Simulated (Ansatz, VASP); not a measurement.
## CaF: VASP beside Ansatz

```
Ca F
1.0
     1.65495   -3.99163    0.00000
     1.65495    3.99163    0.00000
     0.00000    0.00000    3.45292
Ca F
1 1
Direct
  0.00000 0.00000 0.50000
  0.50000 0.50000 0.00000
```

Alike in both runs: functional PBE; k mesh 6 × 6 × 4; occupations gaussian, width 0.1 eV; no spin polarisation.

Ansatz relaxed the structure, and its values are those at the end. VASP's run is a single point on that final structure, the one shown.

|  | VASP | Ansatz |
| --- | --- | --- |
| version | VASP 6.6.1 | Ansatz 0.2.0 |
| potentials or method | VASP PAW PBE potentials, release 64 (Ca_sv, F), cutoff 600 eV | scalar-relativistic, plane waves, PAW |
| valence electrons in the cell | 17 | 17 |

|  | VASP | Ansatz | Ansatz less VASP |
| --- | --- | --- | --- |
| gap on the k mesh at the Fermi level (eV) | none | none | - |
| pressure (GPa) | 0.2 | 0.1 | -0.05 |

A gap of «none» marks a metal or a gap that the smearing closes.

The k mesh is coarse, so the values compare programs but aren't converged.
